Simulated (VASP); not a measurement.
# W (Im-3m) in VASP: a series of runs

The runs below take W through single point, relaxation of cell and atoms, with PBEsol.

Program: VASP 6.6.1. These are calculated values, not measurements. Logs are shortened: lines on timing, memory, paths and dates and some standing lists are left out, and cuts for length are marked.

### 1 The cell of the first run

It takes space group Im-3m (No. 229, cubic). Conventional cell: a = 3.153 Å, b = 3.153 Å, c = 3.153 Å, α = 90.00°, β = 90.00°, γ = 90.00°. W (site symmetry m-3m) has 14 W at 2.73 to 3.15 Å within 3.6 Å.

### 2 Single point, PBEsol

Contents of INCAR:

```
SYSTEM = W
PREC = Accurate
ENCUT = 500
EDIFF = 1E-6
ISMEAR = 1
SIGMA = 0.05
LREAL = .FALSE.
LASPH = .TRUE.
NELM = 120
ALGO = Normal
ISIF = 2
LWAVE = .FALSE.
LCHARG = .TRUE.
GGA = PS
LELF = .TRUE.
LVHAR = .TRUE.
NBANDS = 13
GGA_COMPAT = .FALSE.
```

Contents of KPOINTS:

```
Automatic mesh
0
G
  9 9 9
  0 0 0
```

Contents of POSCAR:

```
W
1.0
    2.7309510331     -0.0000000151     -0.0000000262
   -0.9103169968      2.5747653312     -0.0000000262
   -0.9103169968     -1.2873826278      2.2298122074
W
1
Direct
    0.0000000000      0.0000000000      0.0000000000
```

Potentials or basis: VASP PAW PBE potentials, release 64 (W_sv).

Run with:

```bash
cat potpaw_PBE.64/W_sv/POTCAR > POTCAR
mpirun -np 1 vasp_std > vasp.out
```

OUTCAR:

```text
SYSTEM = W
   PREC = Accurate
   ENCUT = 500
   EDIFF = 1E-6
   ISMEAR = 1
   LREAL = .FALSE.
   LASPH = .TRUE.
   NELM = 120
   ISIF = 2
   GGA = PS

 ion  position               nearest neighbor table
   1  0.000  0.000  0.000-

  LATTYP: Found a body centered cubic cell.
 ALAT       =     3.1534306282

  Lattice vectors:

 A1 = (   2.7309510331,  -0.0000000151,  -0.0000000262)
 A2 = (  -0.9103169968,   2.5747653312,  -0.0000000262)
 A3 = (  -0.9103169968,  -1.2873826278,   2.2298122074)

Analysis of symmetry for initial positions (statically):
=====================================================================
 Subroutine PRICEL returns:
 Original cell was already a primitive cell.

 Routine SETGRP: Setting up the symmetry group for a
 body centered cubic supercell.

 Subroutine GETGRP returns: Found 48 space group operations
 (whereof 48 operations were pure point group operations)
 out of a pool of 48 trial point group operations.

The static configuration has the point symmetry O_h .

Analysis of symmetry for dynamics (positions and initial velocities):
=====================================================================
 Subroutine PRICEL returns:
 Original cell was already a primitive cell.

 Routine SETGRP: Setting up the symmetry group for a
 body centered cubic supercell.

 Subroutine GETGRP returns: Found 48 space group operations
 (whereof 48 operations were pure point group operations)
 out of a pool of 48 trial point group operations.

The dynamic configuration has the point symmetry O_h .

 Subroutine INISYM returns: Found 48 space group operations
 (whereof 48 operations are pure point group operations),
 and found     1 'primitive' translations

----------------------------------------------------------------------------------------

                                     Primitive cell

  volume of cell :      15.6791

  direct lattice vectors                    reciprocal lattice vectors
     2.730951033 -0.000000015 -0.000000026     0.366172808  0.129461638  0.224234127
    -0.910316997  2.574765331 -0.000000026     0.000000004  0.388384913  0.224234127
    -0.910316997 -1.287382628  2.229812207     0.000000004  0.000000006  0.448468265

  length of vectors
     2.730951033  2.730951033  2.730951033     0.448468265  0.448468265  0.448468265

  position of ions in fractional coordinates (direct lattice)
     0.000000000  0.000000000  0.000000000

  ion indices of the primitive-cell ions
[... 75 lines left out ...]
   LREAL  =      F    real-space projection
   EDIFFG = 0.1E-04   stopping-criterion for IOM
   NSW    =      0    number of steps for IOM
   IBRION =     -1    ionic relax: 0-MD 1-quasi-New 2-CG
   NFREE  =      0    steps in history (QN), initial steepest desc. (CG)
   ISIF   =      2    stress and relaxation
   ISYM   =      2    0-nonsym 1-usesym 2-fastsym
   POTIM  = 0.5000    time-step for ionic-motion
   TEBEG  =    0.0;   TEEND  =   0.0 temperature during run
   PSTRESS=    0.0 pullay stress
   NELECT =      14.0000    total number of electrons
   NUPDOWN=      -1.0000    fix difference up-down
   EMIN   =  10.00;   EMAX   =-10.00  energy-range for DOS
   EFERMI =   0.00;   METHOD = LEGACY
   ISMEAR =     1;   SIGMA  =   0.05  broadening in eV -4-tet -1-fermi 0-gaus
   EFERMI_NEDOS =   21; number of points for ismear=-14 and -15
   IALGO  =     38    algorithm
   IMIX   =      4    mixing-type and parameters
     AMIX     =   0.40;   BMIX     =  1.00
     AMIX_MAG =   1.60;   BMIX_MAG =  1.00
  volume/ion in A,a.u.               =      15.68       105.81
  Fermi-wavevector in a.u.,A,eV,Ry     =   1.576440  2.979040 33.812714  2.485164
  Thomas-Fermi vector in A             =   2.677273
   LORBIT       =      0    0 simple, 1 ext, 2 COOP (PROOUT), +10 PAW based schemes
   GGA     = PS    functional components
   LHFCALC =     F    Hartree Fock is set to
   AEXX    =    0.0000 exact exchange contribution
   IVDW    =     0    specifies the selected vdW correction
   LEPSILON=     F    determine dielectric tensor
   LRPA    =     F    only Hartree local field effects (RPA)
 non-spin polarized calculation
 Methfessel and Paxton  Order N= 1 SIGMA  =   0.05
  energy-cutoff  :      500.00
  volume of cell :       15.68
 maximum number of plane-waves:       410
   NGX =  9   NGY =  9   NGZ =  9

 number of electron      14.0000005 magnetization

 Free energy of the ion-electron system (eV)
  ---------------------------------------------------
  ext. energy  EPLUGINS =         0.00000000
  ---------------------------------------------------
  free energy    TOTEN  =       -13.81395243 eV

  energy without entropy =      -13.81248366  energy(sigma->0) =      -13.81346284

 E-fermi :  11.5084     XC(G=0): -13.8233

 val. band max:       11.2096383969   @ k =   0.4444   0.1111   0.0000
 cond. band min:      11.5093978201   @ k =  -0.3333   0.3333   0.2222
 fundamental gap:      0.2997594232
 Fermi energy:        11.5084026248

 k-point     1 :       0.0000    0.0000    0.0000
  band No.  band energies     occupation
      1     -62.6994      2.00000
      2     -26.2404      2.00000
      3     -26.2404      2.00000
      4     -26.2404      2.00000
      5       1.7198      2.00000
      6      10.1801      2.00000
      7      10.1801      2.00000
      8      10.1801      2.00000
      9      13.6951      0.00000
     10      13.6951      0.00000
     11      26.0001      0.00000
     12      26.0001      0.00000
     13      26.0001      0.00000
[... 354 lines left out ...]
  band No.  band energies     occupation
      1     -62.5325      2.00000
      2     -27.4463      2.00000
      3     -26.8823      2.00000
      4     -26.4565      2.00000
      5       6.3393      2.00000
      6       8.7326      2.00000
      7       9.1922      2.00000
      8      12.3476     -0.00000
      9      15.9410      0.00000
     10      19.2645      0.00000
     11      21.6253      0.00000
     12      25.8325      0.00000
     13      28.0519      0.00000

 [... further k-points ...]
[... 5 lines left out ...]
  --------------------------------------------------------------------------------------
  -------------------------------------------------------------------------------------
  Total        0.0658061      0.0658061      0.0658061     -0.0000000     -0.0000000     -0.0000000
  in kB        6.7244550      6.7244550      6.7244550     -0.0000000     -0.0000000     -0.0000000
  external PRESSURE =       6.7244550 kB  Pullay stress =       0.0000000 kB

 VOLUME and BASIS-vectors are now :
 -----------------------------------------------------------------------------
  energy-cutoff  :      500.00
  volume of cell :       15.68
      direct lattice vectors                 reciprocal lattice vectors
     2.730951033 -0.000000015 -0.000000026     0.366172808  0.129461638  0.224234127
    -0.910316997  2.574765331 -0.000000026     0.000000004  0.388384913  0.224234127
    -0.910316997 -1.287382628  2.229812207     0.000000004  0.000000006  0.448468265

 POSITION                                       TOTAL-FORCE (eV/Angst)
 -----------------------------------------------------------------------------------
      0.00000      0.00000      0.00000         0.000000     -0.000000      0.000000
 -----------------------------------------------------------------------------------
    total drift:                                0.000000      0.000000      0.000000

  FREE ENERGIE OF THE ION-ELECTRON SYSTEM (eV)
  ---------------------------------------------------
  free  energy   TOTEN  =       -13.8139524288 eV

  energy  without entropy=      -13.8124836629  energy(sigma->0) =      -13.81346284
```

stdout:

```text
POSCAR found type information on POSCAR W
 POSCAR found :  1 types and       1 ions
 scaLAPACK will be used
 -----------------------------------------------------------------------------
|                                                                             |
|                                                                             |
|     You enforced a specific xc type in the INCAR file but a different       |
|     I HOPE YOU KNOW WHAT YOU ARE DOING!                                     |
|                                                                             |
 -----------------------------------------------------------------------------

 LDA part: xc-table for (Slater+PW92), standard interpolation
 POSCAR, INCAR and KPOINTS ok, starting setup
 FFT: planning ... GRIDC
 FFT: planning ... GRID_SOFT
 FFT: planning ... GRID
 WAVECAR not read
 entering main loop
```

Wall time 2.9 s (1 thread of Intel Xeon 6975P-C (Granite Rapids), shared host); peak memory 0.12 GiB.

Results:

```
Free energy            : -13.8140 eV
Pressure               : 0.7 GPa
Band gap on the k mesh : zero (band 7 reaches 15.51 eV, above the bottom of band 8 at 10.18 eV)
```

Levels at points of the mesh, in eV from the Fermi level:
```tsv
k point	band 3	band 4	band 5	band 6	band 7	band 8	band 9	band 10	band 11	band 12
(0.00, 0.00, 0.00)	-37.75	-37.75	-9.79	-1.33	-1.33	-1.33	2.19	2.19	14.49	14.49
```

Caveat: the PAW data sets were made with another functional, which shifts forces and pressure a little; spin-orbit coupling is left out, which moves the levels of the heavy elements.

### 3 Relaxation of cell and atoms, PBEsol

This run uses another cell than the first one, of 15.85 Å³/atom, 1.011 times its volume.

Contents of INCAR:

```
SYSTEM = W
ALGO = Normal
EDIFF = 1E-7
EDIFFG = -0.02
ENCUT = 500
GGA = PS
GGA_COMPAT = .False.
IBRION = 2
ISIF = 3
ISMEAR = 1
LASPH = .True.
LCHARG = .False.
LREAL = .False.
LWAVE = .False.
NELM = 120
NELMIN = 4
NSW = 80
PREC = Accurate
SIGMA = 0.05
```

Contents of KPOINTS:

```
k-points
0
Gamma
  9 9 9
  0 0 0
```

Contents of POSCAR:

```
W
1.0
    2.7407020215     -0.0000000152     -0.0000000263
   -0.9135673262      2.5839586512     -0.0000000263
   -0.9135673262     -1.2919792876      2.2377738561
W
1
Direct
    0.0000000000      0.0000000000      0.0000000000
```

Potentials or basis: VASP PAW PBE potentials, release 64 (W_sv).

Run with:

```bash
cat potpaw_PBE.64/W_sv/POTCAR > POTCAR
mpirun -np 1 vasp_std > vasp.out
```

Run time: 6.2 s. Hardware: 1 thread of Intel Xeon 6975P-C (Granite Rapids), shared host; peak memory 0.13 GiB.

It converged, with:

| Property | Result |
| --- | --- |
| Free energy | -13.8141 eV |
| Relaxed volume | 15.71 Å³/atom |
| Relaxed cell | a = 2.733 Å, b = 2.733 Å, c = 2.733 Å, α = 109.47°, β = 109.47°, γ = 109.47° |
| Space group after relaxing (to 0.05 Å) | Im-3m (No. 229) |
| Energy gained by relaxing | 1.2 meV/atom |
| Ionic steps | 3 |
| Pressure after relaxing | 0.0 GPa |
| Band gap on the k mesh | zero (band 7 reaches 15.46 eV, above the bottom of band 8 at 10.15 eV) |

Step by step:
```
step  energy change (eV)  largest force (eV/Å)  pressure (GPa)  volume (Å³)
   1              0.0000                0.0000           -2.76        15.85
   2              0.0147                0.0000           10.86        15.23
   3             -0.0012                0.0000           -0.04        15.71
```

Final structure:
```cif
data_structure
_symmetry_space_group_name_H-M 'P 1'
_symmetry_Int_Tables_number 1
_cell_length_a 2.7330
_cell_length_b 2.7330
_cell_length_c 2.7330
_cell_angle_alpha 109.471
_cell_angle_beta 109.471
_cell_angle_gamma 109.471
_cell_volume 15.71
loop_
_atom_site_label
_atom_site_type_symbol
_atom_site_fract_x
_atom_site_fract_y
_atom_site_fract_z
_atom_site_occupancy
W1 W 0.00000 0.00000 0.00000 1
```

Levels at points of the mesh, in eV from the Fermi level:
```
           k point  band 3  band 4  band 5  band 6  band 7  band 8  band 9  band 10  band 11
(0.00, 0.00, 0.00)  -37.76  -37.76   -9.78   -1.32   -1.32   -1.32    2.18     2.18    14.49
```

Caveat: the PAW data sets were made with another functional, which shifts forces and pressure a little; spin-orbit coupling is left out, which moves the levels of the heavy elements.
